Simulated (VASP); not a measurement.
# TaAs (I4_1md) in VASP: further runs

TaAs is run at these levels: LDA, PBEsol+U, PBEsol, RPBE+D3(BJ); tasks: single point.

Program: VASP 6.6.1. These are calculated values, not measurements. Logs are shortened: lines on timing, memory, paths and dates and some standing lists are left out, and cuts for length are marked.

## (1) The cell of the first run

It takes space group I4_1md (No. 109, tetragonal). The conventional cell has a = 3.489 Å, b = 3.489 Å, c = 11.890 Å, α = 90.00°, β = 90.00°, γ = 90.00°. Within 3.5 Å of Ta (site symmetry 2mm) lie 6 As at 2.65 to 2.66 Å and 8 Ta at 3.45 to 3.49 Å. Within 3.5 Å of As (site symmetry 2mm) lie 6 Ta at 2.65 to 2.66 Å and 8 As at 3.45 to 3.49 Å.

## (2) Single point, LDA (volume scaled by 1.04)

File INCAR:

```
SYSTEM = TaAs
PREC     = Accurate       ! precision mode
ENCUT    = 520            ! plane-wave cutoff, eV
EDIFF    = 1E-6           ! SCF threshold, eV
ISMEAR   = -1             ! smearing method
SIGMA    = 0.05           ! smearing width, eV
LREAL    = .FALSE.        ! projectors in reciprocal space
LASPH    = .TRUE.         ! aspherical terms in the spheres
NELM     = 100            ! most SCF steps
ALGO     = Normal         ! electronic algorithm
ISIF     = 2              ! what is computed and relaxed
LWAVE    = .FALSE.        ! write WAVECAR
LCHARG   = .TRUE.         ! write CHGCAR
GGA      = CA             ! functional
LELF     = .TRUE.         ! ELF
LVHAR    = .TRUE.       
NBANDS   = 24             ! bands
```

File KPOINTS:

```
Automatic mesh
0
G
  11 11 11
  0 0 0
```

File POSCAR:

```
TaAs
1.0
   -1.7444713995      1.7444713995      5.9451601484
    1.7444713995     -1.7444713995      5.9451601484
    1.7444713995      1.7444713995     -5.9451601484
Ta As
2 2
Direct
    0.4999673000      0.4999673000      0.0000000000
    0.2499673000      0.7499673000      0.5000000000
    0.0826321200      0.0826321200      0.0000000000
    0.8326321200      0.3326321200      0.5000000000
```

Potentials or basis: VASP PAW LDA potentials, release 64 (Ta_pv, As).

Launch:

```bash
cat potpaw_LDA.64/Ta_pv/POTCAR potpaw_LDA.64/As/POTCAR > POTCAR
mpirun -np 1 vasp_std > vasp.out
```

OUTCAR:

```text
SYSTEM = TaAs
   PREC = Accurate
   ENCUT = 520
   EDIFF = 1E-6
   ISMEAR = -1
   LREAL = .FALSE.
   LASPH = .TRUE.
   NELM = 100
   ISIF = 2
   GGA = CA

 ion  position               nearest neighbor table
   1  0.500  0.500  0.000-   4 2.65   4 2.65   3 2.66   3 2.66   3 2.66   3 2.66   2 3.45   2 3.45
                             2 3.45   2 3.45
   2  0.250  0.750  0.500-   3 2.65   3 2.65   4 2.66   4 2.66   4 2.66   4 2.66   1 3.45   1 3.45
                             1 3.45   1 3.45
   3  0.083  0.083  0.000-   2 2.65   2 2.65   1 2.66   1 2.66   1 2.66   1 2.66
   4  0.833  0.333  0.500-   1 2.65   1 2.65   2 2.66   2 2.66   2 2.66   2 2.66

  LATTYP: Found a body centered tetragonal cell.
 ALAT       =     3.4889427990
 C/A-ratio  =     3.4080009280

  Lattice vectors:

 A1 = (  -1.7444713995,   1.7444713995,   5.9451601484)
 A2 = (   1.7444713995,  -1.7444713995,   5.9451601484)
 A3 = (   1.7444713995,   1.7444713995,  -5.9451601484)

Analysis of symmetry for initial positions (statically):
=====================================================================
 Subroutine PRICEL returns:
 Original cell was already a primitive cell.

 Routine SETGRP: Setting up the symmetry group for a
 body centered tetragonal supercell.

 Subroutine GETGRP returns: Found  8 space group operations
 (whereof  4 operations were pure point group operations)
 out of a pool of 16 trial point group operations.

The static configuration has the point symmetry C_2v.
 The point group associated with its full space group is C_4v.

Analysis of symmetry for dynamics (positions and initial velocities):
=====================================================================
 Subroutine PRICEL returns:
 Original cell was already a primitive cell.

 Routine SETGRP: Setting up the symmetry group for a
 body centered tetragonal supercell.

 Subroutine GETGRP returns: Found  8 space group operations
 (whereof  4 operations were pure point group operations)
 out of a pool of 16 trial point group operations.

The dynamic configuration has the point symmetry C_2v.
 The point group associated with its full space group is C_4v.

 Subroutine INISYM returns: Found  8 space group operations
 (whereof  4 operations are pure point group operations),
 and found     1 'primitive' translations

----------------------------------------------------------------------------------------

                                     Primitive cell

  volume of cell :      72.3688

  direct lattice vectors                    reciprocal lattice vectors
    -1.744471400  1.744471400  5.945160148     0.000000000  0.286619775  0.084102024
     1.744471400 -1.744471400  5.945160148     0.286619775  0.000000000  0.084102024
     1.744471400  1.744471400 -5.945160148     0.286619775  0.286619775  0.000000000

  length of vectors
     6.436714233  6.436714233  6.436714233     0.298703943  0.298703943  0.405341573

  position of ions in fractional coordinates (direct lattice)
     0.499967300  0.499967300  0.000000000
     0.249967300  0.749967300  0.500000000
     0.082632120  0.082632120  0.000000000
     0.832632120  0.332632120  0.500000000

  ion indices of the primitive-cell ions
   primitive index   ion index
                 1           1
                 2           2
                 3           3
                 4           4

----------------------------------------------------------------------------------------

 KPOINTS: Automatic mesh

Automatic generation of k-mesh.
 Grid dimensions read from file:
 generate k-points for:   11   11   11

 Generating k-lattice:

  Cartesian coordinates                     Fractional coordinates (reciprocal lattice)
     0.000000000  0.026056343  0.007645639     0.090909091 -0.000000000  0.000000000
     0.026056343  0.000000000  0.007645639    -0.000000000  0.090909091  0.000000000
     0.026056343  0.026056343  0.000000000     0.000000000  0.000000000  0.090909091

  Length of vectors
     0.027154904  0.027154904  0.036849234

  Shift w.r.t. Gamma in fractional coordinates (k-lattice)
     0.000000000  0.000000000  0.000000000

 Subroutine IBZKPT returns following result:
 ===========================================

 Found    126 irreducible k-points:

 Following reciprocal coordinates:
            Coordinates               Weight
  0.000000  0.000000  0.000000      1.000000
  0.090909  0.000000  0.000000      8.000000
  0.181818  0.000000  0.000000      8.000000
  0.272727  0.000000  0.000000      8.000000
  0.363636 -0.000000  0.000000      8.000000
  0.454545  0.000000  0.000000      8.000000
[... 16 lines left out ...]
 -0.272727  0.181818  0.000000     16.000000
 -0.181818  0.181818  0.000000      4.000000
 [... further k-points ...]
   k-points           NKPTS =    126   k-points in BZ     NKDIM =    126   number of bands    NBANDS=     24
   number of dos      NEDOS =    301   number of ions     NIONS =      4
   total plane-waves  NPLWV = 110592
   dimension x,y,z NGX =    48 NGY =   48 NGZ =   48
   dimension x,y,z NGXF=    96 NGYF=   96 NGZF=   96
   ions per type =               2   2
   NGX,Y,Z   is equivalent  to a cutoff of  12.40, 12.40, 12.40 a.u.
   NGXF,Y,Z  is equivalent  to a cutoff of  24.79, 24.79, 24.79 a.u.
 SYSTEM =  TaAs
   PREC   = accura    normal or accurate (medium, high low for compatibility)
   ISTART =      0    job   : 0-new  1-cont  2-samecut
   ICHARG =      2    charge: 1-file 2-atom 10-const
   ISPIN  =      1    spin polarized calculation?
   LNONCOLLINEAR =      F non collinear calculations
   LSORBIT =      F    spin-orbit coupling
   LASPH  =      T    aspherical Exc in radial PAW
   ENCUT  =  520.0 eV  38.22 Ry    6.18 a.u.  11.97 11.97 11.97*2*pi/ulx,y,z
   NELM   =    100;   NELMIN=  2; NELMDL= -5     # of ELM steps
   EDIFF  = 0.1E-05   stopping-criterion for ELM
   LREAL  =      F    real-space projection
   EDIFFG = 0.1E-04   stopping-criterion for IOM
   NSW    =      0    number of steps for IOM
   IBRION =     -1    ionic relax: 0-MD 1-quasi-New 2-CG
   NFREE  =      0    steps in history (QN), initial steepest desc. (CG)
   ISIF   =      2    stress and relaxation
   ISYM   =      2    0-nonsym 1-usesym 2-fastsym
   POTIM  = 0.5000    time-step for ionic-motion
   TEBEG  =    0.0;   TEEND  =   0.0 temperature during run
   PSTRESS=    0.0 pullay stress
   NELECT =      32.0000    total number of electrons
   NUPDOWN=      -1.0000    fix difference up-down
   EMIN   =  10.00;   EMAX   =-10.00  energy-range for DOS
   EFERMI =   0.00;   METHOD = LEGACY
   ISMEAR =    -1;   SIGMA  =   0.05  broadening in eV -4-tet -1-fermi 0-gaus
   EFERMI_NEDOS =   21; number of points for ismear=-14 and -15
   IALGO  =     38    algorithm
   IMIX   =      4    mixing-type and parameters
     AMIX     =   0.40;   BMIX     =  1.00
     AMIX_MAG =   1.60;   BMIX_MAG =  1.00
  volume/ion in A,a.u.               =      18.09       122.09
  Fermi-wavevector in a.u.,A,eV,Ry     =   1.247214  2.356893 21.164453  1.555543
  Thomas-Fermi vector in A             =   2.381357
   LORBIT       =      0    0 simple, 1 ext, 2 COOP (PROOUT), +10 PAW based schemes
   GGA     = CA    functional components
   LHFCALC =     F    Hartree Fock is set to
   AEXX    =    0.0000 exact exchange contribution
   IVDW    =     0    specifies the selected vdW correction
   LEPSILON=     F    determine dielectric tensor
   LRPA    =     F    only Hartree local field effects (RPA)
 non-spin polarized calculation
  energy-cutoff  :      520.00
  volume of cell :       72.37
 maximum number of plane-waves:      1984
   NGX = 23   NGY = 23   NGZ = 23

 number of electron      31.9999999 magnetization

 Free energy of the ion-electron system (eV)
  ---------------------------------------------------
  ext. energy  EPLUGINS =         0.00000000
  ---------------------------------------------------
  free energy    TOTEN  =       -38.73210401 eV

  energy without entropy =      -38.72709497  energy(sigma->0) =      -38.72959949

 E-fermi :   6.5282     XC(G=0): -11.8707

 val. band max:        6.4934328560   @ k =  -0.2727   0.4545   0.2727
 cond. band min:       6.5444683165   @ k =  -0.1818  -0.4545   0.1818
 fundamental gap:      0.0510354605
 Fermi energy:         6.5281845920

 k-point     1 :       0.0000    0.0000    0.0000
  band No.  band energies     occupation
      1     -28.3142      2.00000
      2     -28.2964      2.00000
      3     -28.2964      2.00000
      4     -28.1531      2.00000
      5     -28.1531      2.00000
      6     -28.1090      2.00000
[... 16 lines left out ...]
     23      10.4397      0.00000
     24      10.4925      0.00000

 k-point     2 :       0.0909    0.0000    0.0000
  band No.  band energies     occupation
      1     -28.3158      2.00000
      2     -28.3019      2.00000
      3     -28.2954      2.00000
      4     -28.1638      2.00000
      5     -28.1519      2.00000
      6     -28.1101      2.00000
[... 16 lines left out ...]
     23      10.0836      0.00000
     24      10.8016      0.00000

 k-point     3 :       0.1818    0.0000    0.0000
  band No.  band energies     occupation
      1     -28.3424      2.00000
      2     -28.2940      2.00000
      3     -28.2927      2.00000
      4     -28.1912      2.00000
      5     -28.1486      2.00000
      6     -28.1145      2.00000
[... 16 lines left out ...]
     23      10.5215      0.00000
     24      11.6084      0.00000

 k-point     4 :       0.2727    0.0000    0.0000
  band No.  band energies     occupation
      1     -28.3816      2.00000
      2     -28.2891      2.00000
      3     -28.2796      2.00000
      4     -28.2238      2.00000
      5     -28.1444      2.00000
      6     -28.1226      2.00000
[... 16 lines left out ...]
     23      10.7818      0.00000
     24      12.4203      0.00000

 k-point     5 :       0.3636   -0.0000    0.0000
  band No.  band energies     occupation
      1     -28.4177      2.00000
      2     -28.2858      2.00000
      3     -28.2774      2.00000
      4     -28.2393      2.00000
      5     -28.1405      2.00000
      6     -28.1330      2.00000
[... 16 lines left out ...]
     23      10.9272      0.00000
     24      12.4871      0.00000

 k-point     6 :       0.4545    0.0000    0.0000
  band No.  band energies     occupation
      1     -28.4390      2.00000
      2     -28.2893      2.00000
      3     -28.2838      2.00000
      4     -28.2330      2.00000
      5     -28.1412      2.00000
      6     -28.1382      2.00000
[... 16 lines left out ...]
     23      11.2877      0.00000
     24      12.5467      0.00000
[... 379 lines left out ...]
 k-point    21 :      -0.4545    0.1818    0.0000
  band No.  band energies     occupation
      1     -28.4327      2.00000
      2     -28.3260      2.00000
      3     -28.2807      2.00000
      4     -28.2272      2.00000
      5     -28.1750      2.00000
      6     -28.1358      2.00000
[... 16 lines left out ...]
     23      10.5223      0.00000
     24      12.1928      0.00000

 k-point    22 :      -0.3636    0.1818   -0.0000
  band No.  band energies     occupation
      1     -28.4115      2.00000
      2     -28.3282      2.00000
      3     -28.2684      2.00000
      4     -28.2368      2.00000
      5     -28.1773      2.00000
      6     -28.1255      2.00000
[... 16 lines left out ...]
     23      10.6967      0.00000
     24      12.4825      0.00000

 k-point    23 :      -0.2727    0.1818    0.0000
  band No.  band energies     occupation
      1     -28.3760      2.00000
      2     -28.3323      2.00000
      3     -28.2705      2.00000
      4     -28.2204      2.00000
      5     -28.1814      2.00000
      6     -28.1167      2.00000
[... 16 lines left out ...]
     23      10.6535      0.00000
     24      12.0837      0.00000

 k-point    24 :      -0.1818    0.1818    0.0000
  band No.  band energies     occupation
      1     -28.3386      2.00000
      2     -28.3356      2.00000
      3     -28.2823      2.00000
      4     -28.1906      2.00000
      5     -28.1829      2.00000
      6     -28.1119      2.00000
[... 16 lines left out ...]
     23      10.3046      0.00000
     24      11.6526      0.00000

 [... further k-points ...]

------------------------ aborting loop because EDIFF is reached ----------------------------------------

  FORCE on cell =-STRESS in cart. coord.  units (eV):
  Direction    XX          YY          ZZ          XY          YZ          ZX
  --------------------------------------------------------------------------------------
  -------------------------------------------------------------------------------------
  Total       -5.8620433     -5.8620433     -5.5113004      0.0000000      0.0000000      0.0000000
  in kB     -129.7801729   -129.7801729   -122.0150521      0.0000000      0.0000000      0.0000000
  external PRESSURE =    -127.1917993 kB  Pullay stress =       0.0000000 kB

 VOLUME and BASIS-vectors are now :
 -----------------------------------------------------------------------------
  energy-cutoff  :      520.00
  volume of cell :       72.37
      direct lattice vectors                 reciprocal lattice vectors
    -1.744471400  1.744471400  5.945160148     0.000000000  0.286619775  0.084102024
     1.744471400 -1.744471400  5.945160148     0.286619775  0.000000000  0.084102024
     1.744471400  1.744471400 -5.945160148     0.286619775  0.286619775  0.000000000

 POSITION                                       TOTAL-FORCE (eV/Angst)
 -----------------------------------------------------------------------------------
      0.00000      0.00000      5.94477         0.000000     -0.000000      0.003744
      1.74447      0.00000      2.97219        -0.000000      0.000000      0.003744
      0.00000      0.00000      0.98252         0.000000     -0.000000     -0.003744
      0.00000      1.74447      3.95510        -0.000000      0.000000     -0.003744
 -----------------------------------------------------------------------------------
    total drift:                                0.000000      0.000000     -0.000399

  FREE ENERGIE OF THE ION-ELECTRON SYSTEM (eV)
  ---------------------------------------------------
  free  energy   TOTEN  =       -38.7321040055 eV

  energy  without entropy=      -38.7270949740  energy(sigma->0) =      -38.72959949
```

Wall time 7.2 min (1 thread of AMD EPYC 7R43 (Zen 3), shared host); peak memory 0.36 GiB.

Results:

```yaml
Free_energy: -38.7321 eV
Pressure: -12.7 GPa
Largest_force: 0.004 eV/Å
Band_gap_on_the_k_mesh: zero (filled and empty bands touch)
```

Forces in eV/Å, atoms in the order of the input:
```
Ta   0.000  0.000  0.004
Ta   0.000  0.000  0.004
As   0.000  0.000 -0.004
As   0.000  0.000 -0.004
```

Caveat: the cell differs from its parent crystal (volume scaled by 1.04); spin-orbit coupling is left out, which moves the levels of the heavy elements.

## (3) Single point, PBEsol+U

This run uses another cell than the first one, of 17.40 Å³/atom, 0.962 times its volume.

File INCAR:

```
ALGO = Normal
EDIFF = 1E-7
ENCUT = 520
GGA = PS
ISIF = 2
ISMEAR = -1
LASPH = True
LCHARG = False
LDAU = True
LDAUJ = 0 0
LDAUL = 2 -1
LDAUPRINT = 1
LDAUTYPE = 2
LDAUU = 3 0
LMAXMIX = 4
LREAL = False
LWAVE = False
NBANDS = 24
NELM = 150
PREC = Accurate
SIGMA = 0.05
```

File KPOINTS:

```
k-points
0
Gamma
  11 11 11
```

File POSCAR:

```
TaAs
1.0
   -1.7218133622      1.7218133622      5.8679415361
    1.7218133622     -1.7218133622      5.8679415361
    1.7218133622      1.7218133622     -5.8679415361
Ta As
2 2
Direct
    0.4999673000      0.4999673000      0.0000000000
    0.2499673000      0.7499673000      0.5000000000
    0.0826321200      0.0826321200      0.0000000000
    0.8326321200      0.3326321200      0.5000000000
```

Potentials or basis: VASP PAW PBE potentials, release 64 (Ta_pv, As).

Launch:

```bash
cat potpaw_PBE.64/Ta_pv/POTCAR potpaw_PBE.64/As/POTCAR > POTCAR
mpirun -np 1 vasp_std > vasp.out
```

Run time: 4.5 min. Hardware: 1 thread of Intel Xeon 6975P-C (Granite Rapids), shared host; peak memory 0.44 GiB.

Results (log left out):

```
Free energy            : -32.2784 eV
Pressure               : 1.5 GPa
Largest force          : 0.023 eV/Å
Band gap on the k mesh : zero (band 16 reaches 7.15 eV, above the bottom of band 17 at 7.12 eV)
```

Forces on the atoms (eV/Å):
```
Ta   0.000  0.000  0.023
Ta   0.000  0.000  0.023
As   0.000  0.000 -0.023
As   0.000  0.000 -0.023
```

Stress tensor (GPa, compression positive):
```
1.90 0.00 0.00
0.00 1.90 0.00
0.00 0.00 0.77
```

Levels at points of the mesh, in eV from the Fermi level:
| k point | band 14 | band 15 | band 16 | band 17 | band 18 | band 19 |
| --- | --- | --- | --- | --- | --- | --- |
| (0.00, 0.00, 0.00) | -1.99 | -1.74 | -1.74 | 0.97 | 1.64 | 2.23 |

Eigenvalues of the final occupation matrices:
| site | spin | trace | eigenvalues |
| --- | --- | --- | --- |
| site 1 d | 1 | 1.16 | 0.21 0.23 0.23 0.24 0.24 |
| site 1 d | 2 | 1.16 | 0.21 0.23 0.23 0.24 0.24 |
| site 2 d | 1 | 1.16 | 0.21 0.23 0.23 0.24 0.24 |
| site 2 d | 2 | 1.16 | 0.21 0.23 0.23 0.24 0.24 |

Caveat: the PAW data sets were made with another functional, which shifts forces and pressure a little; spin-orbit coupling is left out, which moves the levels of the heavy elements; U without spin polarisation on a metal has little footing; the U is typed as a test and isn't derived for this compound.

## (4) Single point, PBEsol+U

This run uses another cell than the first one, of 17.40 Å³/atom, 0.962 times its volume.

File INCAR:

```
SYSTEM = TaAs
PREC = Accurate ; ENCUT = 520
EDIFF = 1E-6 ; ISMEAR = -1
SIGMA = 0.05 ; LREAL = .False.
LASPH = .True. ; NELM = 150
ALGO = Normal ; ISIF = 2
LWAVE = .False. ; LCHARG = .False.
LMAXMIX = 4 ; LDAU = .True.
LDAUTYPE = 2 ; LDAUL = 2 -1
LDAUU = 4 0 ; LDAUJ = 0 0
LDAUPRINT = 1 ; GGA = PS
NBANDS = 24
```

File KPOINTS:

```
Automatic mesh
0
Gamma
  11 11 11
  0 0 0
```

POSCAR is that of step 3.

Launch:

```bash
cat potpaw_PBE.64/Ta_pv/POTCAR potpaw_PBE.64/As/POTCAR > POTCAR
mpirun -np 1 vasp_std > vasp.out
```

It took 3.7 min on 1 thread of Intel Xeon 6975P-C (Granite Rapids), shared host; peak memory 0.43 GiB.

The run converged. Its results:

| Item | Value |
| --- | --- |
| Free energy | -30.5126 eV |
| Pressure | 3.2 GPa |
| Largest force | 0.024 eV/Å |
| Band gap on the k mesh | zero (band 16 reaches 7.27 eV, above the bottom of band 17 at 7.25 eV) |

Forces in eV/Å, atoms in the order of the input:
```
Ta   0.000  0.000  0.024
Ta   0.000  0.000  0.024
As   0.000  0.000 -0.024
As   0.000  0.000 -0.024
```

Stress tensor (GPa, compression positive):
```
3.63 0.00 0.00
0.00 3.63 0.00
0.00 0.00 2.35
```

Levels at points of the mesh, in eV from the Fermi level:
```
           k point  band 14  band 15  band 16  band 17  band 18  band 19
(0.00, 0.00, 0.00)    -2.01    -1.79    -1.79     0.98     1.66     2.19
```

Eigenvalues of the final occupation matrices:
| site | spin | trace | eigenvalues |
| --- | --- | --- | --- |
| site 1 d | 1 | 1.14 | 0.21 0.23 0.23 0.24 0.24 |
| site 1 d | 2 | 1.14 | 0.21 0.23 0.23 0.24 0.24 |
| site 2 d | 1 | 1.14 | 0.21 0.23 0.23 0.24 0.24 |
| site 2 d | 2 | 1.14 | 0.21 0.23 0.23 0.24 0.24 |

Caveat: the PAW data sets were made with another functional, which shifts forces and pressure a little; spin-orbit coupling is left out, which moves the levels of the heavy elements; U without spin polarisation on a metal has little footing; the U is typed as a test and isn't derived for this compound.

[end of part 1 of 2]
